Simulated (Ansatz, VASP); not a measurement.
# Sn in VASP and in Ansatz

Contents of INCAR:

```
SYSTEM = Sn
  PREC = Accurate
  ENCUT = 520
  EDIFF = 1E-8
  ISMEAR = -1
  SIGMA = 0.05
  LREAL = .False.
  LASPH = .True.
  NELM = 100
  ALGO = Normal
  ISIF = 2
  LWAVE = .False.
  LCHARG = .False.
  GGA = PS
  LEFG = .True.
  NBANDS = 21
```

KPOINTS

```
regular mesh
0
Gamma
  11 11 11
  0 0 0
```

File POSCAR:

```
Sn
1.0
    0.0000000000      3.2883101610      3.2883101610
    3.2883101610      0.0000000000      3.2883101610
    3.2883101610      3.2883101610      0.0000000000
Sn
2
Direct
    0.5000000000      0.5000000000      0.5000000000
    0.7500000000      0.7500000000      0.7500000000
```

Input for Ansatz:

```yaml
crystal:
  lattice:
    - [0.0, 3.288310161, 3.288310161]
    - [3.288310161, 0.0, 3.288310161]
    - [3.288310161, 3.288310161, 0.0]
  atoms:
    - { symbol: Sn, position: [0.5, 0.5, 0.5] }
    - { symbol: Sn, position: [0.75, 0.75, 0.75] }
kpoints:
  mp_grid: { grid: [11, 11, 11] }
scf:
  occupations: { method: fermi_dirac, width: 0.05 }
hamiltonian:
  xc: pbesol
  pseudopotentials: { kind: all_electron, datasets: crystal }
output:
  forces: true
  stress: true
  eigenvalues: true
  efg: { contact_densities: true }
```

Change from the starting cell: volume scaled by 1.04, crystal datasets.

Alike in both runs: task electric field gradients; functional PBEsol; k mesh 11 × 11 × 11; occupations fermi-dirac, width 0.05 eV; no spin polarisation.

```csv
,VASP,Ansatz
version,VASP 6.6.1,Ansatz 0.2.0
potentials or method,"VASP PAW PBE potentials, release 64 (Sn_d), cutoff 520 eV","all-electron PAW with datasets made for the crystal, scalar-relativistic"
```

|  | VASP | Ansatz | Ansatz less VASP |
| --- | --- | --- | --- |
| pressure (GPa) | -0.7 | -0.7 | +0.06 |

VASP's potentials were made for PBE, not for PBEsol. Ansatz ran all-electron here, and VASP with PAW potentials.
